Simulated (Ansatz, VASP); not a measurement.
TaN: VASP beside Ansatz

The input INCAR:

```
PREC = Accurate
ENCUT = 520
EDIFF = 1E-6
ISMEAR = -1
SIGMA = 0.08
LREAL = False
LASPH = True
NELM = 60
ALGO = Normal
ISIF = 2
LWAVE = False
LCHARG = False
GGA = PS
NBANDS = 15
```

File KPOINTS:

```
Automatic mesh
0
Gamma
  15 15 15
```

POSCAR

```
TaN
1.0
    0.0000000000      2.1877951177      2.1877951177
    2.1877951177      0.0000000000      2.1877951177
    2.1877951177      2.1877951177      0.0000000000
Ta N
1 1
Direct
    0.0000000000      0.0000000000      0.0000000000
    0.5000000000      0.5000000000      0.5000000000
```

Input for Ansatz:

```yaml
crystal:
  lattice:
    - [0.0, 2.1877951177, 2.1877951177]
    - [2.1877951177, 0.0, 2.1877951177]
    - [2.1877951177, 2.1877951177, 0.0]
  atoms:
    - { symbol: Ta, position: [0.0, 0.0, 0.0] }
    - { symbol: "N", position: [0.5, 0.5, 0.5] }
kpoints:
  mp_grid: { grid: [15, 15, 15] }
  band_path:
    path:
      - [0.0, 0.0, 0.0]
      - [0.5, 0.0, 0.5]
      - [0.625, 0.25, 0.625]
      - [0.375, 0.375, 0.75]
      - [0.0, 0.0, 0.0]
      - [0.5, 0.5, 0.5]
      - [0.5, 0.25, 0.75]
      - [0.5, 0.0, 0.5]
    npoints: 14
scf:
  occupations: { method: fermi_dirac, width: 0.08 }
hamiltonian:
  xc: pbesol
  pseudopotentials: { kind: all_electron, lapw: { basis_error: 0.001 } }
output:
  forces: true
  stress: true
  eigenvalues: true
  populations: true
  dos: { projected: true, de: 0.2, e_range: [-14, 8] }
```

Alike in both runs: task single point; functional PBEsol; k mesh 15 × 15 × 15; occupations fermi-dirac, width 0.08 eV; no spin polarisation.

|  | VASP | Ansatz |
| --- | --- | --- |
| version | VASP 6.6.1 | Ansatz 0.2.0 |
| potentials or method | VASP PAW PBE potentials, release 64 (Ta_pv, N), cutoff 520 eV | all-electron LAPW, scalar-relativistic |

|  | VASP | Ansatz | Ansatz less VASP |
| --- | --- | --- | --- |
| pressure (GPa) | 1.0 | 0.0 | -0.99 |

VASP's potentials were made for PBE, not for PBEsol. Ansatz ran all-electron here, and VASP with PAW potentials.

Neither program's run includes spin-orbit coupling.
